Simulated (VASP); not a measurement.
Crystal: V.

```
V
1.0
    -1.53428    1.53428    1.53428
     1.53428   -1.53428    1.53428
     1.53428    1.53428   -1.53428
V
1
Direct
  0.00000 0.00000 0.00000
```

Base run:

- Program: VASP 6.6.1
- Functional: r2SCAN
- Potentials or basis: VASP PAW PBE potentials, release 64 (V_sv)
- Cutoff: 520 eV
- k mesh: 12 × 12 × 12
- Occupations: fermi-dirac, width 0.05 eV
- Spin: collinear spin, ferromagnetic start
- Starting moments: [2.0] μB

Its results: pressure -13.4 GPa; net moment 0.00 μB per cell.

Task: After a change of settings the same cell gave: pressure -22.4 GPa; net moment 0.00 μB per cell. Which change was it?
A. further incar settings from ALGO = Normal; EDIFF = 1e-07; NBANDS = 16 to ALGO = Normal; EDIFF = 1e-06; NBANDS = 16
B. functional from r2SCAN to PBE; further incar settings from ALGO = Normal; EDIFF = 1e-07; NBANDS = 16 to ALGO = Fast; EDIFF = 1e-06; NBANDS = 16
C. functional from r2SCAN to LDA; potentials or basis from VASP PAW PBE potentials, release 64 (V_sv) to VASP PAW LDA potentials, release 64 (V_sv)

Result: C.

Caveats: the PAW data sets were made with another functional, which shifts forces and pressure a little (some runs).
